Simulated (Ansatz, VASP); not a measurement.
## Two plane-wave programs on PbO2

File INCAR:

```
SYSTEM = PbO2
  ALGO = Normal
  EDIFF = 1E-6
  ENCUT = 520
  GGA = PE
  ISIF = 2
  ISMEAR = 0
  LASPH = .TRUE.
  LCHARG = .FALSE.
  LREAL = .FALSE.
  LWAVE = .FALSE.
  NBANDS = 20
  NELM = 100
  PREC = Accurate
  SIGMA = 0.1
```

Contents of KPOINTS:

```
k-points
0
G
  6 6 6
  0 0 0
```

Contents of POSCAR:

```
PbO2
1.0
    1.7670598500      1.0202124800      5.7711932900
   -1.7670598500      1.0202124800      5.7711932900
    0.0000000000     -2.0404249600      5.7711932900
Pb O
1 2
Direct
    0.0000000000      0.0000000000      0.0000000000
    0.2500000000      0.2500000000      0.2500000000
    0.7500000000      0.7500000000      0.7500000000
```

Input for Ansatz:

```yaml
crystal:
  lattice:
    - [1.76705985, 1.02021248, 5.77119329]
    - [-1.76705985, 1.02021248, 5.77119329]
    - [0.0, -2.04042496, 5.77119329]
  atoms:
    - { symbol: Pb, position: [0.0, 0.0, 0.0] }
    - { symbol: O, position: [0.25, 0.25, 0.25] }
    - { symbol: O, position: [0.75, 0.75, 0.75] }
basis:
  ecutwfc: 420
kpoints:
  mp_grid: { grid: [6, 6, 6] }
hamiltonian:
  xc: pbe
scf:
  occupations: { method: gaussian, width: 0.1 }
  lower_state_search: "off"
output:
  forces: true
  stress: true
  eigenvalues: true
```

Change from the starting cell: ordered vacancies on the cation sites of rock salt (R-3m, No. 166).

Alike in both runs: task single point; functional PBE; k mesh 6 × 6 × 6; occupations gaussian, width 0.1 eV; no spin polarisation.

|  | VASP | Ansatz |
| --- | --- | --- |
| version | VASP 6.6.1 | Ansatz 0.2.0 |
| potentials or method | VASP PAW PBE potentials, release 64 (Pb_d, O), cutoff 520 eV | scalar-relativistic, plane waves, PAW |
| valence electrons in the cell | 26 | 26 |

|  | VASP | Ansatz | Ansatz less VASP |
| --- | --- | --- | --- |
| gap on the k mesh at the Fermi level (eV) | 0.51 | 0.52 | +0.012 |
| least direct gap on the mesh (eV) | 0.60 | 0.61 | +0.008 |
| pressure (GPa) | -14.4 | -14.4 | -0.01 |
| traceless stress, the component that is largest in VASP (GPa) | -6.67 | -6.65 | +0.025 |
| rms of the force components (eV/Å) | 1.310 | 1.322 | +0.0111 |

Atom by atom the forces differ by 0.011 eV/Å (rms over components).

Neither program's run includes spin-orbit coupling.
